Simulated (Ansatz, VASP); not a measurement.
## Br: VASP beside Ansatz

INCAR

```
SYSTEM = Br
PREC = Accurate ; ENCUT = 600
EDIFF = 1E-6 ; ISMEAR = 0
SIGMA = 0.1 ; LREAL = .FALSE.
LASPH = .TRUE. ; NELM = 100
ALGO = Normal ; ISIF = 3
LWAVE = .FALSE. ; LCHARG = .FALSE.
GGA = PS ; IBRION = 2
NSW = 90 ; EDIFFG = -0.04
```

Contents of KPOINTS:

```
Automatic mesh
0
G
  6 6 6
  0 0 0
```

The input POSCAR:

```
Br
1.0
    5.2440880483      0.0000000000      0.0000000000
   -2.6220440242      4.5415134695      0.0000000000
    0.0000000000      0.0000000000      3.1120436704
Br
3
Direct
    0.0000000000      0.0000000000      0.0000000000
    0.3333333333      0.6666666667      0.5000000000
    0.6666666667      0.3333333333      0.5000000000
```

Input for Ansatz:

```yaml
crystal:
  lattice:
    - [5.2440880483, 0.0, 0.0]
    - [-2.6220440242, 4.5415134695, 0.0]
    - [0.0, 0.0, 3.1120436704]
  atoms:
    - { symbol: Br, position: [0.0, 0.0, 0.0] }
    - { symbol: Br, position: [0.3333333333, 0.6666666667, 0.5] }
    - { symbol: Br, position: [0.6666666667, 0.3333333333, 0.5] }
basis:
  ecutwfc: 420
kpoints:
  mp_grid: { grid: [6, 6, 6] }
hamiltonian:
  xc: pbesol
scf:
  occupations: { method: gaussian, width: 0.1 }
  lower_state_search: "off"
output:
  forces: true
  stress: true
  eigenvalues: true
relax:
  adjacent_minimum: "off"
  f_tol: 0.04
  max_steps: 70
  cell: { stress_tol: 0.4 }
```

Alike in both runs: task relaxation of cell and atoms; functional PBEsol; k mesh 6 × 6 × 6; occupations gaussian, width 0.1 eV; no spin polarisation.

|  | VASP | Ansatz |
| --- | --- | --- |
| version | VASP 6.6.1 | Ansatz 0.2.0 |
| potentials or method | VASP PAW PBE potentials, release 64 (Br), cutoff 600 eV | scalar-relativistic, plane waves, PAW |
| valence electrons in the cell | 21 | 21 |

```tsv
	VASP	Ansatz	Ansatz less VASP
gap on the k mesh at the Fermi level, each at its own relaxed structure (eV)	none	none	-
relaxed volume (Å³/atom)	34.53	34.91	+0.382
relaxed cell length with the largest relative difference (Å)	6.941	6.981	+0.0402
```

VASP's potentials were made for PBE, not for PBEsol. A gap of «none» marks a metal or a gap that the smearing closes.

Noted on VASP's run: the volume moved by over 15 % at a fixed basis, so the end points are rough.
